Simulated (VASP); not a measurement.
Wanted: the native input for a VASP 6.6.1 run.

```
Task                   : single point
Functional             : LDA
Potentials or basis    : VASP PAW LDA potentials, release 64 (Hf_pv, B)
Cutoff                 : 520 eV
k mesh                 : 10 × 10 × 8
Occupations            : fermi-dirac, width 0.05 eV
Spin                   : no spin polarisation
Dipole correction      : no
Further INCAR settings : ALGO = Normal; EDIFF = 1e-06; NBANDS = 15
```

The structure of HfB2 lies in POSCAR:

```
HfB2
1.0
    3.0975623654      0.0000000000      0.0000000000
   -1.5487811827      2.6825676982      0.0000000000
    0.0000000000      0.0000000000      3.4329672075
Hf B
1 2
Direct
    0.0000000000      0.0000000000      0.0000000000
    0.6666666667      0.3333333333      0.5000000000
    0.3333333333      0.6666666667      0.5000000000
```

One way to write it, as run:

INCAR

```
SYSTEM = HfB2
  ALGO = Normal
  EDIFF = 1E-6
  ENCUT = 520
  GGA = CA
  ISIF = 2
  ISMEAR = -1
  LASPH = .TRUE.
  LCHARG = .FALSE.
  LREAL = .FALSE.
  LWAVE = .FALSE.
  NBANDS = 15
  NELM = 100
  PREC = Accurate
  SIGMA = 0.05
```

KPOINTS

```
k-points
0
G
  10 10 8
  0 0 0
```

Potentials or basis: VASP PAW LDA potentials, release 64 (Hf_pv, B).

Command:

```bash
$ cat potpaw_LDA.64/Hf_pv/POTCAR potpaw_LDA.64/B/POTCAR > POTCAR
$ mpirun -np 1 vasp_std > vasp.out
```

It gave:

- Pressure: 0.9 GPa
- Band gap on the k mesh: zero (band 8 reaches 8.58 eV, above the bottom of band 9 at 7.72 eV)

Caveat: spin-orbit coupling is left out, which moves the levels of the heavy elements.

Wall time 18 s on 1 thread of Intel(R) Xeon(R) Platinum 8259CL CPU @ 2.50GHz (Skylake/Cascade Lake), with other jobs on the host, peak memory 0.15 GiB.
